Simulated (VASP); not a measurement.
# CaAl2Sb2 (P-3m1) in VASP: further runs

The runs below take CaAl2Sb2 through single point, with LDA, PBEsol.

Program: VASP 6.6.1. These are calculated values, not measurements. Logs are shortened: lines on timing, memory, paths and dates and some standing lists are left out, and cuts for length are marked.

## (1) The cell of the first run

It takes space group P-3m1 (No. 164, trigonal). The conventional cell has a = 4.981 Å, b = 4.981 Å, c = 6.044 Å, α = 90.00°, β = 90.00°, γ = 120.00°. Ca (site symmetry -3m) has 6 Sb at 3.28 Å and 6 Al at 3.35 Å within 4.3 Å. Within 3.6 Å of Al (site symmetry 3m) lie 5 Sb at 2.75 to 3.30 Å and 3 Ca at 3.35 Å. Sb (site symmetry 3m) has 5 Al at 2.75 to 3.30 Å and 3 Ca at 3.28 Å within 3.6 Å.

## (2) Single point, LDA

The input, INCAR:

```
PREC     = Accurate       # precision mode
ENCUT    = 500            # plane-wave cutoff, eV
EDIFF    = 1E-6           # SCF threshold, eV
ISMEAR   = 1              # smearing method
SIGMA    = 0.15           # smearing width, eV
LREAL    = False          # projectors in reciprocal space
LASPH    = True           # aspherical terms in the spheres
NELM     = 120            # most SCF steps
ALGO     = Normal         # electronic algorithm
ISIF     = 2              # what is computed and relaxed
LWAVE    = False          # write WAVECAR
LCHARG   = False          # write CHGCAR
GGA      = CA             # functional
NBANDS   = 21             # bands
GGA_COMPAT= False
```

The input, KPOINTS:

```
regular mesh
0
Gamma
  6 6 4
```

The input, POSCAR:

```
CaAl2Sb2
1.0
    4.9811377200      0.0000000000      0.0000000000
   -2.4905688600      4.3137918100      0.0000000000
    0.0000000000      0.0000000000      6.0444695700
Ca Al Sb
1 2 2
Direct
    0.0000000000      0.0000000000      0.0000000000
    0.6666666700      0.3333333300      0.2840444700
    0.3333333300      0.6666666700      0.7159555300
    0.6666666700      0.3333333300      0.7383358300
    0.3333333300      0.6666666700      0.2616641700
```

Potentials or basis: VASP PAW LDA potentials, release 64 (Ca_sv, Al, Sb).

Command:

```sh
cat potpaw_LDA.64/Ca_sv/POTCAR potpaw_LDA.64/Al/POTCAR potpaw_LDA.64/Sb/POTCAR > POTCAR
mpirun -np 1 vasp_std > vasp.out
```

OUTCAR:

```text
PREC = Accurate
   ENCUT = 500
   EDIFF = 1E-6
   ISMEAR = 1
   LREAL = False
   LASPH = True
   NELM = 120
   ISIF = 2
   GGA = CA

 ion  position               nearest neighbor table
   1  0.000  0.000  0.000-   4 3.28   5 3.28   4 3.28   5 3.28   4 3.28   5 3.28
   2  0.667  0.333  0.284-   4 2.75   5 2.88   5 2.88   5 2.88   4 3.30
   3  0.333  0.667  0.716-   5 2.75   4 2.88   4 2.88   4 2.88   5 3.30
   4  0.667  0.333  0.738-   2 2.75   3 2.88   3 2.88   3 2.88   1 3.28   1 3.28   1 3.28   2 3.30

   5  0.333  0.667  0.262-   3 2.75   2 2.88   2 2.88   2 2.88   1 3.28   1 3.28   1 3.28   3 3.30

  LATTYP: Found a hexagonal cell.
 ALAT       =     4.9811377200
 C/A-ratio  =     1.2134716825

  Lattice vectors:

 A1 = (   4.9811377200,   0.0000000000,   0.0000000000)
 A2 = (  -2.4905688600,   4.3137918100,   0.0000000000)
 A3 = (   0.0000000000,   0.0000000000,   6.0444695700)

Analysis of symmetry for initial positions (statically):
=====================================================================
 Subroutine PRICEL returns:
 Original cell was already a primitive cell.

 Routine SETGRP: Setting up the symmetry group for a
 hexagonal supercell.

 Subroutine GETGRP returns: Found 12 space group operations
 (whereof 12 operations were pure point group operations)
 out of a pool of 24 trial point group operations.

The static configuration has the point symmetry D_3d.

Analysis of symmetry for dynamics (positions and initial velocities):
=====================================================================
 Subroutine PRICEL returns:
 Original cell was already a primitive cell.

 Routine SETGRP: Setting up the symmetry group for a
 hexagonal supercell.

 Subroutine GETGRP returns: Found 12 space group operations
 (whereof 12 operations were pure point group operations)
 out of a pool of 24 trial point group operations.

The dynamic configuration has the point symmetry D_3d.

 Subroutine INISYM returns: Found 12 space group operations
 (whereof 12 operations are pure point group operations),
 and found     1 'primitive' translations

----------------------------------------------------------------------------------------

                                     Primitive cell

  volume of cell :     129.8811

  direct lattice vectors                    reciprocal lattice vectors
     4.981137720  0.000000000  0.000000000     0.200757348  0.115907309  0.000000000
    -2.490568860  4.313791810  0.000000000     0.000000000  0.231814618  0.000000000
     0.000000000  0.000000000  6.044469570     0.000000000  0.000000000  0.165440489

  length of vectors
     4.981137720  4.981137724  6.044469570     0.231814618  0.231814618  0.165440489

  position of ions in fractional coordinates (direct lattice)
     0.000000000  0.000000000  0.000000000
     0.666666670  0.333333330  0.284044470
     0.333333330  0.666666670  0.715955530
     0.666666670  0.333333330  0.738335830
     0.333333330  0.666666670  0.261664170

  ion indices of the primitive-cell ions
   primitive index   ion index
                 1           1
                 2           2
                 3           3
                 4           4
                 5           5

----------------------------------------------------------------------------------------

 KPOINTS: regular mesh

Automatic generation of k-mesh.
 Grid dimensions read from file:
 generate k-points for:    6    6    4

 Generating k-lattice:

  Cartesian coordinates                     Fractional coordinates (reciprocal lattice)
     0.033459558  0.019317885  0.000000000     0.166666667  0.000000000  0.000000000
     0.000000000  0.038635770  0.000000000     0.000000000  0.166666667  0.000000000
     0.000000000  0.000000000  0.041360122     0.000000000  0.000000000  0.250000000

  Length of vectors
     0.038635770  0.038635770  0.041360122

  Shift w.r.t. Gamma in fractional coordinates (k-lattice)
     0.000000000  0.000000000  0.000000000

 Subroutine IBZKPT returns following result:
 ===========================================

 Found     24 irreducible k-points:

 Following reciprocal coordinates:
            Coordinates               Weight
  0.000000  0.000000  0.000000      1.000000
  0.166667  0.000000  0.000000      6.000000
  0.333333  0.000000  0.000000      6.000000
  0.500000  0.000000  0.000000      3.000000
  0.166667  0.166667  0.000000      6.000000
  0.333333  0.166667  0.000000     12.000000
[... 16 lines left out ...]
  0.333333  0.166667  0.500000     12.000000
  0.333333  0.333333  0.500000      2.000000
   k-points           NKPTS =     24   k-points in BZ     NKDIM =     24   number of bands    NBANDS=     21
   number of dos      NEDOS =    301   number of ions     NIONS =      5
   total plane-waves  NPLWV =  62208
   dimension x,y,z NGX =    36 NGY =   36 NGZ =   48
   dimension x,y,z NGXF=    72 NGYF=   72 NGZF=   96
   ions per type =               1   2   2
   NGX,Y,Z   is equivalent  to a cutoff of  12.02, 12.02, 13.20 a.u.
   NGXF,Y,Z  is equivalent  to a cutoff of  24.03, 24.03, 26.40 a.u.
 SYSTEM =  unknown system
   PREC   = accura    normal or accurate (medium, high low for compatibility)
   ISTART =      0    job   : 0-new  1-cont  2-samecut
   ICHARG =      2    charge: 1-file 2-atom 10-const
   ISPIN  =      1    spin polarized calculation?
   LNONCOLLINEAR =      F non collinear calculations
   LSORBIT =      F    spin-orbit coupling
   LASPH  =      T    aspherical Exc in radial PAW
   ENCUT  =  500.0 eV  36.75 Ry    6.06 a.u.   9.08  9.08 11.02*2*pi/ulx,y,z
   NELM   =    120;   NELMIN=  2; NELMDL= -5     # of ELM steps
   EDIFF  = 0.1E-05   stopping-criterion for ELM
   LREAL  =      F    real-space projection
   EDIFFG = 0.1E-04   stopping-criterion for IOM
   NSW    =      0    number of steps for IOM
   IBRION =     -1    ionic relax: 0-MD 1-quasi-New 2-CG
   NFREE  =      0    steps in history (QN), initial steepest desc. (CG)
   ISIF   =      2    stress and relaxation
   ISYM   =      2    0-nonsym 1-usesym 2-fastsym
   POTIM  = 0.5000    time-step for ionic-motion
   TEBEG  =    0.0;   TEEND  =   0.0 temperature during run
   PSTRESS=    0.0 pullay stress
   NELECT =      26.0000    total number of electrons
   NUPDOWN=      -1.0000    fix difference up-down
   EMIN   =  10.00;   EMAX   =-10.00  energy-range for DOS
   EFERMI =   0.00;   METHOD = LEGACY
   ISMEAR =     1;   SIGMA  =   0.15  broadening in eV -4-tet -1-fermi 0-gaus
   EFERMI_NEDOS =   21; number of points for ismear=-14 and -15
   IALGO  =     38    algorithm
   IMIX   =      4    mixing-type and parameters
     AMIX     =   0.40;   BMIX     =  1.00
     AMIX_MAG =   1.60;   BMIX_MAG =  1.00
  volume/ion in A,a.u.               =      25.98       175.30
  Fermi-wavevector in a.u.,A,eV,Ry     =   0.957673  1.809740 12.478418  0.917138
  Thomas-Fermi vector in A             =   2.086712
   LORBIT       =      0    0 simple, 1 ext, 2 COOP (PROOUT), +10 PAW based schemes
   GGA     = CA    functional components
   LHFCALC =     F    Hartree Fock is set to
   AEXX    =    0.0000 exact exchange contribution
   IVDW    =     0    specifies the selected vdW correction
   LEPSILON=     F    determine dielectric tensor
   LRPA    =     F    only Hartree local field effects (RPA)
 non-spin polarized calculation
 Methfessel and Paxton  Order N= 1 SIGMA  =   0.15
  energy-cutoff  :      500.00
  volume of cell :      129.88
 maximum number of plane-waves:      3330
   NGX = 19   NGY = 19   NGZ = 23

 number of electron      25.9999998 magnetization

 Free energy of the ion-electron system (eV)
  ---------------------------------------------------
  ext. energy  EPLUGINS =         0.00000000
  ---------------------------------------------------
  free energy    TOTEN  =       -21.76320555 eV

  energy without entropy =      -21.75956003  energy(sigma->0) =      -21.76199038

 E-fermi :   6.1473     XC(G=0):  -9.4891

 val. band max:        6.1309022469   @ k =   0.0000   0.0000   0.5000
 cond. band min:       6.1888577722   @ k =   0.3333   0.1667   0.5000
 fundamental gap:      0.0579555253
 Fermi energy:         6.1473318180

 k-point     1 :       0.0000    0.0000    0.0000
  band No.  band energies     occupation
      1     -35.0898      2.00000
      2     -16.4357      2.00000
      3     -16.4282      2.00000
      4     -16.4282      2.00000
      5      -5.3359      2.00000
      6      -3.1044      2.00000
[... 13 lines left out ...]
     20       8.2968     -0.00000
     21       8.2968     -0.00000

 k-point     2 :       0.1667    0.0000    0.0000
  band No.  band energies     occupation
      1     -35.0897      2.00000
      2     -16.4348      2.00000
      3     -16.4325      2.00000
      4     -16.4291      2.00000
      5      -5.1647      2.00000
      6      -3.1302      2.00000
[... 13 lines left out ...]
     20       8.5949     -0.00000
     21       9.1098     -0.00000

 k-point     3 :       0.3333    0.0000    0.0000
  band No.  band energies     occupation
      1     -35.0895      2.00000
      2     -16.4413      2.00000
      3     -16.4330      2.00000
      4     -16.4309      2.00000
      5      -4.7059      2.00000
      6      -3.3174      2.00000
[... 13 lines left out ...]
     20       9.8433      0.00000
     21      10.1215      0.00000

 k-point     4 :       0.5000    0.0000    0.0000
  band No.  band energies     occupation
      1     -35.0893      2.00000
      2     -16.4457      2.00000
      3     -16.4321      2.00000
      4     -16.4318      2.00000
      5      -4.2980      2.00000
      6      -3.6121      2.00000
[... 13 lines left out ...]
     20       9.8470      0.00000
     21       9.8957      0.00000

 k-point     5 :       0.1667    0.1667    0.0000
  band No.  band energies     occupation
      1     -35.0895      2.00000
      2     -16.4383      2.00000
      3     -16.4335      2.00000
      4     -16.4313      2.00000
      5      -4.8468      2.00000
      6      -3.2362      2.00000
[... 13 lines left out ...]
     20       9.7011      0.00000
     21      10.2011      0.00000

 k-point     6 :       0.3333    0.1667    0.0000
  band No.  band energies     occupation
      1     -35.0893      2.00000
      2     -16.4433      2.00000
      3     -16.4342      2.00000
      4     -16.4320      2.00000
      5      -4.3397      2.00000
      6      -3.5490      2.00000
[... 13 lines left out ...]
     20       9.8929      0.00000
     21      10.4055      0.00000

 k-point     7 :       0.3333    0.3333    0.0000
  band No.  band energies     occupation
      1     -35.0893      2.00000
      2     -16.4400      2.00000
      3     -16.4400      2.00000
      4     -16.4316      2.00000
      5      -3.9047      2.00000
      6      -3.9047      2.00000
[... 13 lines left out ...]
     20       9.8677      0.00000
     21      10.8390      0.00000
[... 291 lines left out ...]
      1     -35.0895      2.00000
      2     -16.4412      2.00000
      3     -16.4335      2.00000
      4     -16.4308      2.00000
      5      -4.2193      2.00000
      6      -3.8390      2.00000
[... 13 lines left out ...]
     20       8.9145     -0.00000
     21       9.3969      0.00000

 k-point    21 :       0.5000    0.0000    0.5000
  band No.  band energies     occupation
      1     -35.0893      2.00000
      2     -16.4455      2.00000
      3     -16.4325      2.00000
      4     -16.4317      2.00000
      5      -4.0016      2.00000
      6      -3.6767      2.00000
[... 13 lines left out ...]
     20      10.0738      0.00000
     21      10.4377      0.00000

 k-point    22 :       0.1667    0.1667    0.5000
  band No.  band energies     occupation
      1     -35.0895      2.00000
      2     -16.4381      2.00000
      3     -16.4340      2.00000
      4     -16.4312      2.00000
      5      -4.3075      2.00000
      6      -3.9239      2.00000
[... 13 lines left out ...]
     20       9.3172      0.00000
     21       9.3880      0.00000

 k-point    23 :       0.3333    0.1667    0.5000
  band No.  band energies     occupation
      1     -35.0893      2.00000
      2     -16.4432      2.00000
      3     -16.4341      2.00000
      4     -16.4325      2.00000
      5      -3.9906      2.00000
      6      -3.7049      2.00000
[... 13 lines left out ...]
     20       9.4589      0.00000
     21       9.7912      0.00000

 k-point    24 :       0.3333    0.3333    0.5000
  band No.  band energies     occupation
      1     -35.0893      2.00000
      2     -16.4399      2.00000
      3     -16.4399      2.00000
      4     -16.4321      2.00000
      5      -3.7544      2.00000
      6      -3.7544      2.00000
[... 13 lines left out ...]
     20       9.3583      0.00000
     21       9.9082      0.00000

------------------------ aborting loop because EDIFF is reached ----------------------------------------

  FORCE on cell =-STRESS in cart. coord.  units (eV):
  Direction    XX          YY          ZZ          XY          YZ          ZX
  --------------------------------------------------------------------------------------
  -------------------------------------------------------------------------------------
  Total       -2.3451224     -2.3451224     -1.3884204     -0.0000000      0.0000000      0.0000000
  in kB      -28.9287834    -28.9287834    -17.1271714     -0.0000000      0.0000000      0.0000000
  external PRESSURE =     -24.9949127 kB  Pullay stress =       0.0000000 kB

 VOLUME and BASIS-vectors are now :
 -----------------------------------------------------------------------------
  energy-cutoff  :      500.00
  volume of cell :      129.88
      direct lattice vectors                 reciprocal lattice vectors
     4.981137720  0.000000000  0.000000000     0.200757348  0.115907309  0.000000000
    -2.490568860  4.313791810  0.000000000     0.000000000  0.231814618  0.000000000
     0.000000000  0.000000000  6.044469570     0.000000000  0.000000000  0.165440489

 POSITION                                       TOTAL-FORCE (eV/Angst)
 -----------------------------------------------------------------------------------
      0.00000      0.00000      0.00000         0.000000      0.000000     -0.000000
      2.49057      1.43793      1.71690        -0.000000     -0.000000      0.011078
     -0.00000      2.87586      4.32757         0.000000      0.000000     -0.011078
      2.49057      1.43793      4.46285        -0.000000      0.000000      0.060417
     -0.00000      2.87586      1.58162         0.000000     -0.000000     -0.060417
 -----------------------------------------------------------------------------------
    total drift:                                0.000000      0.000000     -0.000000

  FREE ENERGIE OF THE ION-ELECTRON SYSTEM (eV)
  ---------------------------------------------------
  free  energy   TOTEN  =       -21.7632055475 eV

  energy  without entropy=      -21.7595600311  energy(sigma->0) =      -21.76199038
```

Wall time 19 s (1 thread of Intel Xeon 6975P-C (Granite Rapids), shared host); peak memory 0.23 GiB.

What came out:

* Free energy: -21.7632 eV
* Pressure: -2.5 GPa
* Largest force: 0.060 eV/Å
* Band gap on the k mesh: zero (band 13 reaches 7.04 eV, above the bottom of band 14 at 5.44 eV)

Forces on the atoms (eV/Å):
```
Ca   0.000  0.000  0.000
Al   0.000  0.000  0.011
Al   0.000  0.000 -0.011
Sb   0.000  0.000  0.060
Sb   0.000  0.000 -0.060
```

Stress tensor (GPa, compression positive):
```
-2.89  0.00  0.00
 0.00 -2.89  0.00
 0.00  0.00 -1.71
```

Levels at points of the mesh, in eV from the Fermi level:
| k point | band 10 | band 11 | band 12 | band 13 | band 14 | band 15 | band 16 | band 17 |
| --- | --- | --- | --- | --- | --- | --- | --- | --- |
| (0.00, 0.00, 0.00) | -3.52 | -1.40 | -1.40 | -0.88 | -0.71 | 0.69 | 0.69 | 0.73 |
| (0.50, 0.00, 0.00) | -3.96 | -3.12 | -2.25 | -2.20 | 0.86 | 1.71 | 1.92 | 2.99 |
| (0.00, 0.00, 0.50) | -2.74 | -2.63 | -2.63 | -0.90 | -0.62 | -0.02 | -0.02 | 1.34 |
| (0.50, 0.00, 0.50) | -2.95 | -1.94 | -1.84 | -0.53 | 0.43 | 1.51 | 1.57 | 1.86 |

Caveat: spin-orbit coupling is left out, which moves the levels of the heavy elements.

[end of part 1 of 2]
